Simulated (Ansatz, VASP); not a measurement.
**One calculation of Li3ZrN2, two programs**

```
Li Zr N
1.0
     3.44466    0.00000    0.00000
    -1.72233    2.98317    0.00000
     0.00000    0.00000    8.41538
Li Zr N
3 1 2
Direct
  0.66667 0.33333 0.75904
  0.66667 0.33333 0.24096
  0.66667 0.33333 0.50000
  0.33333 0.66667 0.00000
  0.33333 0.66667 0.24149
  0.33333 0.66667 0.75851
```

Alike in both runs: functional PBE; k mesh 12 × 12 × 6; occupations gaussian, width 0.1 eV; no spin polarisation.

Ansatz relaxed the structure, and its values are those at the end. VASP's run is a single point on that final structure, the one shown.

```csv
,VASP,Ansatz
version,VASP 6.6.1,Ansatz 0.2.0
potentials or method,"VASP PAW PBE potentials, release 64 (Li_sv, Zr_sv, N), cutoff 520 eV","scalar-relativistic, plane waves, PAW"
valence electrons in the cell,31,31
```

```csv
,VASP,Ansatz,Ansatz less VASP
gap on the k mesh at the Fermi level (eV),none,none,-
rms of the force components (eV/Å),0.012,0.000,-0.0114
```

A gap of «none» marks a metal or a gap that the smearing closes.

Noted on VASP's run: the cutoff is short for stress, so the pressure is rough.
